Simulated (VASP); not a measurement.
Wanted: the native input for a VASP 6.6.1 run.

```yaml
Task: G0W0 quasiparticle levels
Functional: PBEsol
Potentials_or_basis: VASP PAW PBE potentials, release 64 (Ba_sv_GW, O_GW)
Cutoff: 500 eV
k_mesh: 4 × 4 × 4
Occupations: gaussian, width 0.01 eV
Spin: no spin polarisation
Dipole_correction: no
GW_scheme: G0W0
GW_iterations: 1
Cutoff_of_the_response_function: 100
Frequency_points: 48
Empty_bands: 94
Further_INCAR_settings: ALGO = EVGW0; EDIFF = 1e-08; NBANDS = 102
```

Crystal: BaO.

```xyz
2
Lattice="0.0000 2.7344 2.7862 2.7344 0.0000 2.7862 2.7344 2.7344 0.0000" Properties=species:S:1:pos:R:3 pbc="T T T"
Ba    0.0000    0.0000    0.0000
O     2.7344    2.7344    2.7862
```

One way to write it, as run:

POSCAR

```
BaO
1.0
    0.0000000000      2.7344002323      2.7862384498
    2.7344002323      0.0000000000      2.7862384498
    2.7344002323      2.7344002323      0.0000000000
Ba O
1 1
Direct
    0.0000000000      0.0000000000      0.0000000000
    0.5000000000      0.5000000000      0.5000000000
```

INCAR.step1

```
SYSTEM = BaO
PREC = Accurate
ENCUT = 500
EDIFF = 1E-8
ISMEAR = 0
SIGMA = 0.01
LREAL = .False.
LASPH = .True.
NELM = 100
ALGO = Normal
LWAVE = .True.
LCHARG = .False.
GGA = PS
```

INCAR.step2

```
SYSTEM = BaO
PREC = Accurate
ENCUT = 500
EDIFF = 1E-8
ISMEAR = 0
SIGMA = 0.01
LREAL = .False.
LASPH = .True.
NELM = 1
ALGO = Exact
LWAVE = .True.
LCHARG = .False.
GGA = PS
NBANDS = 102
LOPTICS = .True.
ISTART = 1
```

INCAR.step3

```
SYSTEM = BaO
PREC = Accurate
ENCUT = 500
EDIFF = 1E-8
ISMEAR = 0
SIGMA = 0.01
LREAL = .False.
LASPH = .True.
ALGO = EVGW0
LWAVE = .False.
LCHARG = .False.
GGA = PS
NELMGW = 1
NBANDS = 102
ENCUTGW = 100.0
NOMEGA = 48
PRECFOCK = Fast
ISTART = 1
NBANDSGW = 16
```

KPOINTS

```
Automatic mesh
0
Gamma
  4 4 4
  0 0 0
```

Potentials or basis: VASP PAW PBE potentials, release 64 (Ba_sv_GW, O_GW).

Run with:

```sh
$ cat potpaw_PBE.64/Ba_sv_GW/POTCAR potpaw_PBE.64/O_GW/POTCAR > POTCAR
$ cp INCAR.step1 INCAR
$ mpirun -np 1 vasp_std > vasp.out
$ cp INCAR.step2 INCAR
$ mpirun -np 1 vasp_std > vasp.out
$ cp INCAR.step3 INCAR
$ mpirun -np 1 vasp_std > vasp.out
```

Results of the run:

The quasiparticle gap is 3.01 eV, the least direct quasiparticle gap is 3.01 eV and the band gap of the starting levels on the mesh is 1.80 eV. The least direct gap of the starting levels on the mesh is 1.80 eV.

Caveat: the k points lie up to 0.49 Å⁻¹ apart; bands, screening cutoff and mesh are small and nothing is extrapolated, so the quasiparticle values aren't converged; spin-orbit coupling is left out, which moves the levels of the heavy elements.

Wall time 2.1 min on 1 thread of Intel(R) Xeon(R) 6975P-C (Granite Rapids), with other jobs on the host, peak memory 0.48 GiB.
